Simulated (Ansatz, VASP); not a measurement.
**InSb in VASP and in Ansatz**

INCAR

```
  ALGO = Normal
  EDIFF = 1E-6
  ENCUT = 520
  GGA = PE
  ISIF = 2
  ISMEAR = 0
  LASPH = True
  LCHARG = False
  LREAL = False
  LWAVE = False
  NBANDS = 16
  NELM = 60
  PREC = Accurate
  SIGMA = 0.15
```

The input KPOINTS:

```
k-points
0
Gamma
  12 12 12
```

POSCAR

```
InSb
1.0
    0.0000000000      3.4186818281      2.6139062282
    3.1929633374      0.0000000000      2.6139062282
    3.1929633374      3.4186818281      0.0000000000
In Sb
1 1
Direct
    0.0000000000      0.0000000000      0.0000000000
    0.5000000000      0.5000000000      0.5000000000
```

Input for Ansatz:

```yaml
crystal:
  lattice:
    - [0.0, 3.4186818281, 2.6139062282]
    - [3.1929633374, 0.0, 2.6139062282]
    - [3.1929633374, 3.4186818281, 0.0]
  atoms:
    - { symbol: In, position: [0.0, 0.0, 0.0] }
    - { symbol: Sb, position: [0.5, 0.5, 0.5] }
basis:
  ecutwfc: 420
kpoints:
  mp_grid: { grid: [12, 12, 12] }
hamiltonian:
  xc: pbe
  pseudopotentials: { kind: paw, azcp: { folder: soft_1 } }
scf:
  occupations: { method: gaussian, width: 0.15 }
output:
  forces: true
  stress: true
  eigenvalues: true
```

Change from the starting cell: strain +e along x and -e along y -0.0367, strain +e along z and -e/2 along x and y -0.1500.

Alike in both runs: task single point; functional PBE; k mesh 12 × 12 × 12; occupations gaussian, width 0.15 eV; no spin polarisation.

|  | VASP | Ansatz |
| --- | --- | --- |
| version | VASP 6.6.1 | Ansatz 0.2.0 |
| potentials or method | VASP PAW PBE potentials, release 64 (In_d, Sb), cutoff 520 eV | scalar-relativistic, plane waves, PAW |
| valence electrons in the cell | 18 | 28 |

Ansatz gave:

```
gap on the k mesh at the Fermi level (eV)                     : none
pressure (GPa)                                                : 8.5
traceless stress, the component that is largest in VASP (GPa) : 22.09
```

Q: Which values does VASP return?

A: gap on the k mesh at the Fermi level (eV): none; pressure (GPa): 8.5; traceless stress, the component that is largest in VASP (GPa): 21.99.

A gap of «none» marks a metal or a gap that the smearing closes. With one functional, cell and mesh, what is left measures potentials, basis and numerics. VASP's potentials hold 18 valence electrons a cell and Ansatz's 28, so a difference there can come from the potentials and not from the codes.

Spin-orbit coupling is off throughout.
